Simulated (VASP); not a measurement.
Here is a VASP 6.6.1 calculation.

Contents of INCAR:

```
SYSTEM = Lu
ALGO = Normal ; EDIFF = 1E-6
ENCUT = 600 ; GGA = PS
GGA_COMPAT = .False. ; ISIF = 2
ISMEAR = -1 ; IVDW = 12
LASPH = .True. ; LCHARG = .False.
LREAL = .False. ; LWAVE = .False.
NBANDS = 18 ; NELM = 120
PREC = Accurate ; SIGMA = 0.05
```

KPOINTS

```
k-points
0
Gamma
  6 6 6
  0 0 0
```

Contents of POSCAR:

```
Lu
1.0
    0.0000000000      2.4500000000      2.4500000000
    2.4500000000      0.0000000000      2.4500000000
    2.4500000000      2.4500000000      0.0000000000
Lu
1
Direct
    0.0000000000      0.0000000000      0.0000000000
```

Potentials or basis: VASP PAW PBE potentials, release 64 (Lu).

The run is started by

```console
$ cat potpaw_PBE.64/Lu/POTCAR > POTCAR
$ mpirun -np 1 vasp_std > vasp.out
```

**Question.** Predict the dispersion energy per atom.

**Answer.** -0.392 eV.

**Question.** Estimate the pressure.

**Answer.** -5.0 GPa.

Caveat: the k points lie up to 0.37 Å⁻¹ apart, too coarse for converged energies and pressures of a metal; three body term missing; the PAW data sets were made with another functional, which shifts forces and pressure a little.
